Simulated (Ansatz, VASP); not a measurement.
## Two plane-wave programs on Na

POSCAR

```
Na
1.0
    3.7131701639      0.0000000000      0.0000000000
   -1.8565850820      3.2156996905      0.0000000000
    0.0000000000      0.0000000000     12.1272137555
Na
4
Direct
    0.0000000000      0.0000000000      0.0000000000
    0.0000000000      0.0000000000      0.5000000000
    0.3333333333      0.6666666667      0.2500000000
    0.6666666667      0.3333333333      0.7500000000
```

The input INCAR.step1:

```
ALGO     = Normal         # electronic algorithm
EDIFF    = 1E-4           # SCF threshold, eV
ENCUT    = 520            # plane-wave cutoff, eV
GGA      = PE             # functional
ISMEAR   = -1             # smearing method
LASPH    = T              # aspherical terms in the spheres
LCHARG   = F              # write CHGCAR
LREAL    = F              # projectors in reciprocal space
LWAVE    = T              # write WAVECAR
NBANDS   = 22             # bands
NELM     = 60             # most SCF steps
PREC     = Accurate       # precision mode
SIGMA    = 0.1            # smearing width, eV
```

The input INCAR.step2:

```
ALGO     = Normal         # electronic algorithm
EDIFF    = 1E-6           # SCF threshold, eV
ENCUT    = 520            # plane-wave cutoff, eV
ISIF     = 2              # what is computed and relaxed
ISMEAR   = -1             # smearing method
ISTART   = 1            
LASPH    = T              # aspherical terms in the spheres
LCHARG   = T              # write CHGCAR
LELF     = T              # ELF
LMIXTAU  = T            
LREAL    = F              # projectors in reciprocal space
LVHAR    = T            
LWAVE    = F              # write WAVECAR
METAGGA  = R2SCAN         # meta-GGA
NBANDS   = 22             # bands
NELM     = 60             # most SCF steps
PREC     = Accurate       # precision mode
SIGMA    = 0.1            # smearing width, eV
```

The input KPOINTS:

```
k-points
0
Gamma
  11 11 3
```

Input for Ansatz:

```yaml
crystal:
  lattice:
    - [3.7131701639, 0.0, 0.0]
    - [-1.856585082, 3.2156996905, 0.0]
    - [0.0, 0.0, 12.1272137555]
  atoms:
    - { symbol: Na, position: [0.0, 0.0, 0.0] }
    - { symbol: Na, position: [0.0, 0.0, 0.5] }
    - { symbol: Na, position: [0.3333333333, 0.6666666667, 0.25] }
    - { symbol: Na, position: [0.6666666667, 0.3333333333, 0.75] }
hamiltonian:
  xc: r2scan
  pseudopotentials:
    kind: paw
    azcp:
      Na: "pseudopotentials/Na.paw.azcp"
basis:
  ecutwfc: 500
  fft_grid_basis: typed
kpoints:
  mp_grid: { grid: [11, 11, 3], shift: [0, 0, 0] }
magnetization:
  spin_polarized: false
scf:
  occupations: { method: fermi_dirac, width: 0.1 }
  lower_state_search: "off"
output:
  stress: true
```

Alike in both runs: task single point; functional r2SCAN; k mesh 11 × 11 × 3; occupations fermi-dirac, width 0.1 eV; no spin polarisation.

|  | VASP | Ansatz |
| --- | --- | --- |
| version | VASP 6.6.1 | Ansatz 0.2.0 |
| potentials or method | VASP PAW PBE potentials, release 64 (Na_pv), cutoff 520 eV | plane waves (500 eV) with PAW, scalar-relativistic |
| valence electrons in the cell | 28 | 36 |

```tsv
	VASP	Ansatz	Ansatz less VASP
pressure (GPa)	0.4	0.4	0.00
traceless stress, the component that is largest in VASP (GPa)	0.05	0.13	+0.072
```

VASP's potentials were made for PBE, not for r2SCAN. VASP's potentials hold 28 valence electrons a cell and Ansatz's 36, so a difference there can come from the potentials and not from the codes.
